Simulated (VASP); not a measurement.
Hf:

```
CELL_PARAMETERS angstrom
0.00000 2.22000 2.22000
2.22000 0.00000 2.22000
2.22000 2.22000 0.00000
ATOMIC_POSITIONS crystal
Hf 0.00000 0.00000 0.00000
```

This isn't the form of Hf at room conditions, which is hcp.

- Program: VASP 6.6.1
- Task: relaxation of cell and atoms
- Functional: HF
- Potentials or basis: VASP PAW PBE potentials, release 64 (Hf_pv)
- Cutoff: 600 eV
- k mesh: 5 × 5 × 5
- Occupations: fermi-dirac, width 0.05 eV
- Spin: no spin polarisation

At the start: pressure 13.6 GPa; volume 21.88 Å³/atom.

Question: How do energy, volume and symmetry change on relaxing?

Answer: Over 4 steps the energy falls by 92.6 meV/atom and the volume is 24.24 Å³/atom (+10.8 %); space group Fm-3m (No. 225, to 0.1 Å) before and after.

Step by step:
| step | energy change (eV) | largest force (eV/Å) | pressure (GPa) | volume (Å³) |
| --- | --- | --- | --- | --- |
| 1 | 0.0000 | 0.0000 | 13.61 | 21.88 |
| 2 | 0.0988 | 0.0000 | -13.33 | 28.31 |
| 3 | -0.0925 | 0.0000 | -0.42 | 24.32 |
| 4 | -0.0926 | 0.0000 | -0.06 | 24.24 |

Final structure:
```
Hf
1.0
     0.00000    2.29701    2.29701
     2.29701    0.00000    2.29701
     2.29701    2.29701    0.00000
Hf
1
Direct
  0.00000 0.00000 0.00000
```

Caveat: the k points lie up to 0.47 Å⁻¹ apart in the final cell, too coarse for converged energies and pressures of a metal; the PAW data sets were made with another functional, which shifts forces and pressure a little.
